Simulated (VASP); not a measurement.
Here is a VASP 6.6.1 calculation.

The input POSCAR:

```
BaS
1.0
    5.3844481442      0.0000000000      0.0000000000
   -2.6922240721      4.6630688783      0.0000000000
    0.0000000000      0.0000000000      6.3816974997
Ba S
2 2
Direct
    0.3333333333      0.6666666667      0.2500000000
    0.6666666667      0.3333333333      0.7500000000
    0.6666666667      0.3333333333      0.2500000000
    0.3333333333      0.6666666667      0.7500000000
```

File INCAR.step1:

```
SYSTEM = BaS
PREC = Accurate
ENCUT = 520
ISMEAR = 0
SIGMA = 0.01
LREAL = .False.
LASPH = .True.
NELM = 100
NBANDS = 24
GGA = PE
ALGO = Normal
EDIFF = 1E-4
LWAVE = .True.
LCHARG = .False.
```

Contents of INCAR.step2:

```
SYSTEM = BaS
PREC = Accurate
ENCUT = 520
EDIFF = 1E-6
ISMEAR = 0
SIGMA = 0.01
LREAL = .False.
LASPH = .True.
NELM = 100
ALGO = Normal
ISIF = 2
LWAVE = .False.
LCHARG = .True.
METAGGA = R2SCAN
LMIXTAU = .True.
LELF = .True.
LVHAR = .True.
NBANDS = 24
ISTART = 1
```

The input KPOINTS:

```
regular mesh
0
Gamma
  6 6 4
  0 0 0
```

Potentials or basis: VASP PAW PBE potentials, release 64 (Ba_sv, S).

Command:

```bash
$ cat potpaw_PBE.64/Ba_sv/POTCAR potpaw_PBE.64/S/POTCAR > POTCAR
$ cp INCAR.step1 INCAR
$ mpirun -np 1 vasp_std > vasp.out
$ cp INCAR.step2 INCAR
$ mpirun -np 1 vasp_std > vasp.out
```

What does it give for the band gap on the k mesh?

2.82 eV (least direct gap 2.97 eV).

Estimate the pressure.

0.4 GPa.

Stress tensor (GPa, compression positive):
```
0.37 0.00 0.00
0.00 0.37 0.00
0.00 0.00 0.51
```

Caveat: the PAW data sets were made with another functional, which shifts forces and pressure a little; spin-orbit coupling is left out, which moves the levels of the heavy elements. A k mesh can miss the band edges.
